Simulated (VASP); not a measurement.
# BiTe (R-3m) in VASP: notebook, part 2 of 2

VASP 6.6.1. The steps go on from the part before.

**4. Single point, LDA (volume scaled by 1.04)**

The input, INCAR:

```
PREC = Accurate
ENCUT = 520
EDIFF = 1E-6
ISMEAR = -1
SIGMA = 0.05
LREAL = F
LASPH = T
NELM = 80
ALGO = Normal
ISIF = 2
LWAVE = F
LCHARG = T
GGA = CA
LELF = T
LVHAR = T
NBANDS = 18
```

The input, KPOINTS:

```
regular mesh
0
Gamma
  7 7 7
```

The input, POSCAR:

```
BiTe
1.0
    2.4545891627      1.4171577139      3.3609455389
   -2.4545891627      1.4171577139      3.3609455389
    0.0000000000     -2.8343154277      3.3609455389
Bi Te
1 1
Direct
    0.5000000000      0.5000000000      0.5000000000
    0.0000000000      0.0000000000      0.0000000000
```

Command:

```console
> cat potpaw_LDA.64/Bi_d/POTCAR potpaw_LDA.64/Te/POTCAR > POTCAR
> mpirun -np 1 vasp_std > vasp.out
```

Run time: 62 s. Hardware: 1 thread of Intel Xeon 6975P-C, shared host; peak memory 0.2 GiB.

Results (log left out):

```
Free energy : -8.4105 eV
Pressure    : -4.9 GPa
```

Stress tensor (GPa, compression positive):
```
-5.22  0.00  0.00
 0.00 -5.22  0.00
 0.00  0.00 -4.23
```

Levels at points of the mesh, in eV from the Fermi level:
```
           k point  band 8  band 9  band 10  band 11  band 12  band 13
(0.00, 0.00, 0.00)   -2.76   -2.76    -1.51     1.78     2.38     2.38
```

Caveat: spin-orbit coupling is left out, which moves the levels of the heavy elements.

**5. Single point, LDA (volume scaled by 1.06)**

The input, INCAR:

```
SYSTEM = BiTe
PREC = Accurate ; ENCUT = 520
EDIFF = 1E-6 ; ISMEAR = -1
SIGMA = 0.05 ; LREAL = .False.
LASPH = .True. ; NELM = 80
ALGO = Normal ; ISIF = 2
LWAVE = .False. ; LCHARG = .False.
NBANDS = 18
```

The input, KPOINTS:

```
Automatic mesh
0
Gamma
  7 7 7
  0 0 0
```

The input, POSCAR:

```
BiTe
1.0
    2.4702239101      1.4261844395      3.3823534125
   -2.4702239101      1.4261844395      3.3823534125
    0.0000000000     -2.8523688790      3.3823534125
Bi Te
1 1
Direct
    0.5000000000      0.5000000000      0.5000000000
    0.0000000000      0.0000000000      0.0000000000
```

Potentials or basis: VASP PAW LDA potentials, release 64 (Bi_d, Te).

Command:

```console
> cat potpaw_LDA.64/Bi_d/POTCAR potpaw_LDA.64/Te/POTCAR > POTCAR
> mpirun -np 1 vasp_std > vasp.out
```

OUTCAR:

```text
SYSTEM = BiTe
   PREC = Accurate
   ENCUT = 520
   EDIFF = 1E-6
   ISMEAR = -1
   LREAL = .False.
   LASPH = .True.
   NELM = 80
   ISIF = 2

 ion  position               nearest neighbor table
   1  0.500  0.500  0.500-   2 3.32   2 3.32   2 3.32   2 3.32   2 3.32   2 3.32
   2  0.000  0.000  0.000-   1 3.32   1 3.32   1 3.32   1 3.32   1 3.32   1 3.32

  LATTYP: Found a trigonal (rhomboedric) cell.
 ALAT       =     4.4245138522
 COS(alpha) =     0.3765932224

  Lattice vectors:

 A1 = (   2.4702239101,   1.4261844395,   3.3823534125)
 A2 = (  -2.4702239101,   1.4261844395,   3.3823534125)
 A3 = (   0.0000000000,  -2.8523688790,   3.3823534125)

Analysis of symmetry for initial positions (statically):
=====================================================================
 Subroutine PRICEL returns:
 Original cell was already a primitive cell.

 Routine SETGRP: Setting up the symmetry group for a
 trigonal (rhombohedral) supercell.

 Subroutine GETGRP returns: Found 12 space group operations
 (whereof 12 operations were pure point group operations)
 out of a pool of 12 trial point group operations.

The static configuration has the point symmetry D_3d.

Analysis of symmetry for dynamics (positions and initial velocities):
=====================================================================
 Subroutine PRICEL returns:
 Original cell was already a primitive cell.

 Routine SETGRP: Setting up the symmetry group for a
 trigonal (rhombohedral) supercell.

 Subroutine GETGRP returns: Found 12 space group operations
 (whereof 12 operations were pure point group operations)
 out of a pool of 12 trial point group operations.

The dynamic configuration has the point symmetry D_3d.

 Subroutine INISYM returns: Found 12 space group operations
 (whereof 12 operations are pure point group operations),
 and found     1 'primitive' translations

----------------------------------------------------------------------------------------

                                     Primitive cell

  volume of cell :      71.4961

  direct lattice vectors                    reciprocal lattice vectors
     2.470223910  1.426184440  3.382353413     0.202410801  0.116861930  0.098550711
    -2.470223910  1.426184440  3.382353413    -0.202410801  0.116861930  0.098550711
     0.000000000 -2.852368879  3.382353413     0.000000000 -0.233723861  0.098550711

  length of vectors
     4.424513852  4.424513852  4.424513852     0.253651504  0.253651504  0.253651504

  position of ions in fractional coordinates (direct lattice)
     0.500000000  0.500000000  0.500000000
     0.000000000  0.000000000  0.000000000

  ion indices of the primitive-cell ions
   primitive index   ion index
                 1           1
                 2           2

----------------------------------------------------------------------------------------

 KPOINTS: Automatic mesh

Automatic generation of k-mesh.
 Grid dimensions read from file:
 generate k-points for:    7    7    7

 Generating k-lattice:

  Cartesian coordinates                     Fractional coordinates (reciprocal lattice)
     0.028915829  0.016694561  0.014078673     0.142857143 -0.000000000  0.000000000
    -0.028915829  0.016694561  0.014078673    -0.000000000  0.142857143  0.000000000
     0.000000000 -0.033389123  0.014078673     0.000000000  0.000000000  0.142857143

  Length of vectors
     0.036235929  0.036235929  0.036235929

  Shift w.r.t. Gamma in fractional coordinates (k-lattice)
     0.000000000  0.000000000  0.000000000

 Subroutine IBZKPT returns following result:
 ===========================================

 Found     44 irreducible k-points:

 Following reciprocal coordinates:
            Coordinates               Weight
  0.000000  0.000000  0.000000      1.000000
  0.142857 -0.000000 -0.000000      6.000000
  0.285714 -0.000000  0.000000      6.000000
  0.428571 -0.000000  0.000000      6.000000
  0.142857  0.142857 -0.000000      6.000000
  0.285714  0.142857  0.000000     12.000000
[... 16 lines left out ...]
  0.285714  0.285714  0.142857      6.000000
  0.428571  0.285714  0.142857     12.000000
 [... further k-points ...]
   k-points           NKPTS =     44   k-points in BZ     NKDIM =     44   number of bands    NBANDS=     18
   number of dos      NEDOS =    301   number of ions     NIONS =      2
   total plane-waves  NPLWV =  46656
   dimension x,y,z NGX =    36 NGY =   36 NGZ =   36
   dimension x,y,z NGXF=    72 NGYF=   72 NGZF=   72
   ions per type =               1   1
   NGX,Y,Z   is equivalent  to a cutoff of  13.53, 13.53, 13.53 a.u.
   NGXF,Y,Z  is equivalent  to a cutoff of  27.05, 27.05, 27.05 a.u.
 SYSTEM =  BiTe
   PREC   = accura    normal or accurate (medium, high low for compatibility)
   ISTART =      0    job   : 0-new  1-cont  2-samecut
   ICHARG =      2    charge: 1-file 2-atom 10-const
   ISPIN  =      1    spin polarized calculation?
   LNONCOLLINEAR =      F non collinear calculations
   LSORBIT =      F    spin-orbit coupling
   LASPH  =      T    aspherical Exc in radial PAW
   ENCUT  =  520.0 eV  38.22 Ry    6.18 a.u.   8.23  8.23  8.23*2*pi/ulx,y,z
   NELM   =     80;   NELMIN=  2; NELMDL= -5     # of ELM steps
   EDIFF  = 0.1E-05   stopping-criterion for ELM
   LREAL  =      F    real-space projection
   EDIFFG = 0.1E-04   stopping-criterion for IOM
   NSW    =      0    number of steps for IOM
   IBRION =     -1    ionic relax: 0-MD 1-quasi-New 2-CG
   NFREE  =      0    steps in history (QN), initial steepest desc. (CG)
   ISIF   =      2    stress and relaxation
   ISYM   =      2    0-nonsym 1-usesym 2-fastsym
   POTIM  = 0.5000    time-step for ionic-motion
   TEBEG  =    0.0;   TEEND  =   0.0 temperature during run
   PSTRESS=    0.0 pullay stress
   NELECT =      21.0000    total number of electrons
   NUPDOWN=      -1.0000    fix difference up-down
   EMIN   =  10.00;   EMAX   =-10.00  energy-range for DOS
   EFERMI =   0.00;   METHOD = LEGACY
   ISMEAR =    -1;   SIGMA  =   0.05  broadening in eV -4-tet -1-fermi 0-gaus
   EFERMI_NEDOS =   21; number of points for ismear=-14 and -15
   IALGO  =     38    algorithm
   IMIX   =      4    mixing-type and parameters
     AMIX     =   0.40;   BMIX     =  1.00
     AMIX_MAG =   1.60;   BMIX_MAG =  1.00
  volume/ion in A,a.u.               =      35.75       241.24
  Fermi-wavevector in a.u.,A,eV,Ry     =   1.088230  2.056456 16.112612  1.184244
  Thomas-Fermi vector in A             =   2.224406
   LORBIT       =      0    0 simple, 1 ext, 2 COOP (PROOUT), +10 PAW based schemes
   GGA     = CA    functional components
   LHFCALC =     F    Hartree Fock is set to
   AEXX    =    0.0000 exact exchange contribution
   IVDW    =     0    specifies the selected vdW correction
   LEPSILON=     F    determine dielectric tensor
   LRPA    =     F    only Hartree local field effects (RPA)
 non-spin polarized calculation
  energy-cutoff  :      520.00
  volume of cell :       71.50
 maximum number of plane-waves:      1936
 NGX is ok and might be reduce to    36
   NGX = 17   NGY = 17   NGZ = 17

 number of electron      20.9999996 magnetization

 Free energy of the ion-electron system (eV)
  ---------------------------------------------------
  ext. energy  EPLUGINS =         0.00000000
  ---------------------------------------------------
  free energy    TOTEN  =        -8.36717426 eV

  energy without entropy =       -8.35534763  energy(sigma->0) =       -8.36126094

 E-fermi :   5.7494     XC(G=0):  -9.4613

 val. band max:        5.6944647758   @ k =  -0.4286   0.2857   0.2857
 cond. band min:       5.8264727851   @ k =  -0.2857   0.4286   0.1429
 fundamental gap:      0.1320080093
 Fermi energy:         5.7494400655

 k-point     1 :       0.0000    0.0000    0.0000
  band No.  band energies     occupation
      1     -17.3704      2.00000
      2     -17.3704      2.00000
      3     -17.3558      2.00000
      4     -17.3558      2.00000
      5     -17.3415      2.00000
      6      -7.3408      2.00000
[... 10 lines left out ...]
     17      12.4029      0.00000
     18      12.6297      0.00000

 k-point     2 :       0.1429   -0.0000   -0.0000
  band No.  band energies     occupation
      1     -17.3703      2.00000
      2     -17.3701      2.00000
      3     -17.3565      2.00000
      4     -17.3546      2.00000
      5     -17.3412      2.00000
      6      -7.1808      2.00000
[... 10 lines left out ...]
     17      12.6662      0.00000
     18      13.3371      0.00000
[... 442 lines left out ...]
 k-point    24 :       0.4286    0.2857    0.1429
  band No.  band energies     occupation
      1     -17.3735      2.00000
      2     -17.3702      2.00000
      3     -17.3547      2.00000
      4     -17.3469      2.00000
      5     -17.3406      2.00000
      6      -6.2361      2.00000
[... 10 lines left out ...]
     17      14.6936      0.00000
     18      15.6751      0.00000

 [... further k-points ...]
[... 5 lines left out ...]
  --------------------------------------------------------------------------------------
  -------------------------------------------------------------------------------------
  Total       -2.6406181     -2.6406181     -2.1054579      0.0000000     -0.0000000      0.0000000
  in kB      -59.1744101    -59.1744101    -47.1818421      0.0000000     -0.0000000      0.0000000
  external PRESSURE =     -55.1768874 kB  Pullay stress =       0.0000000 kB

 VOLUME and BASIS-vectors are now :
 -----------------------------------------------------------------------------
  energy-cutoff  :      520.00
  volume of cell :       71.50
      direct lattice vectors                 reciprocal lattice vectors
     2.470223910  1.426184440  3.382353413     0.202410801  0.116861930  0.098550711
    -2.470223910  1.426184440  3.382353413    -0.202410801  0.116861930  0.098550711
     0.000000000 -2.852368879  3.382353413     0.000000000 -0.233723861  0.098550711

 POSITION                                       TOTAL-FORCE (eV/Angst)
 -----------------------------------------------------------------------------------
      0.00000      0.00000      5.07353         0.000000      0.000000      0.000000
      0.00000      0.00000      0.00000         0.000000      0.000000     -0.000000
 -----------------------------------------------------------------------------------
    total drift:                               -0.000000     -0.000000      0.000000

  FREE ENERGIE OF THE ION-ELECTRON SYSTEM (eV)
  ---------------------------------------------------
  free  energy   TOTEN  =        -8.3671742581 eV

  energy  without entropy=       -8.3553476284  energy(sigma->0) =       -8.36126094
```

OSZICAR:

```text
N       E                     dE             d eps       ncg     rms          rms(c)
DAV:   1     0.156947585855E+03    0.15695E+03   -0.98345E+03  1584   0.111E+03
DAV:   2     0.360041768548E+01   -0.15335E+03   -0.14932E+03  1688   0.298E+02
DAV:   3    -0.809445532692E+01   -0.11695E+02   -0.11600E+02  1950   0.876E+01
DAV:   4    -0.841924182593E+01   -0.32479E+00   -0.32454E+00  1978   0.160E+01
DAV:   5    -0.843184159177E+01   -0.12600E-01   -0.12599E-01  2106   0.293E+00    0.537E+00
DAV:   6    -0.836924891930E+01    0.62593E-01   -0.19582E-01  2324   0.248E+00    0.334E+00
DAV:   7    -0.836771324487E+01    0.15357E-02   -0.27922E-02  1796   0.817E-01    0.882E-01
DAV:   8    -0.836716813955E+01    0.54511E-03   -0.32765E-03  1812   0.388E-01    0.148E-01
DAV:   9    -0.836717523866E+01   -0.70991E-05   -0.52732E-04  1958   0.125E-01    0.549E-02
DAV:  10    -0.836717602020E+01   -0.78154E-06   -0.27457E-05  1896   0.322E-02    0.447E-02
DAV:  11    -0.836717544020E+01    0.58000E-06   -0.22095E-05  2122   0.362E-02    0.263E-02
DAV:  12    -0.836717437352E+01    0.10667E-05   -0.33762E-06  1666   0.128E-02    0.861E-03
DAV:  13    -0.836717425810E+01    0.11542E-06   -0.48986E-07   910   0.638E-03
   1 F= -.83671743E+01 E0= -.83612609E+01  d E =-.118266E-01
```

stdout:

```text
POSCAR found type information on POSCAR BiTe
 POSCAR found :  2 types and       2 ions
 scaLAPACK will be used
 LDA part: xc-table for (Slater(with rela. corr.)+CA(PZ))
 , standard interpolation
 POSCAR, INCAR and KPOINTS ok, starting setup
 FFT: planning ... GRIDC
 FFT: planning ... GRID_SOFT
 FFT: planning ... GRID
 WAVECAR not read
 entering main loop
```

Wall time 59 s (1 thread of Intel Xeon 6975P-C, shared host); peak memory 0.21 GiB.

What came out:

| Quantity | Value |
| --- | --- |
| Free energy | -8.3672 eV |
| Pressure | -5.5 GPa |

Levels at points of the mesh, in eV from the Fermi level:
```tsv
k point	band 8	band 9	band 10	band 11	band 12	band 13
(0.00, 0.00, 0.00)	-2.70	-2.70	-1.48	1.74	2.33	2.33
```

Caveat: spin-orbit coupling is left out, which moves the levels of the heavy elements.

**6. Summary**

| cell | gap on the mesh (eV) | pressure (GPa) |
| --- | --- | --- |
| a = 4.339 Å, angles 67.9°, 2 atoms | none | -3.4 |
| a = 4.368 Å, angles 67.9°, 2 atoms | none | -4.2 |
| a = 4.397 Å, angles 67.9°, 2 atoms | none | -4.9 |
| a = 4.425 Å, angles 67.9°, 2 atoms | none | -5.5 |

Alike in all rows: task single point; level LDA; potentials or basis VASP PAW LDA potentials, release 64 (Bi_d, Te); no spin polarisation; k mesh 7 × 7 × 7; cutoff (eV) 520; smearing fermi-dirac 0.05 eV.

Caveats: spin-orbit coupling is left out, which moves the levels of the heavy elements.

Total energies depend on the potentials used, so only differences within one code and one set of settings carry meaning.
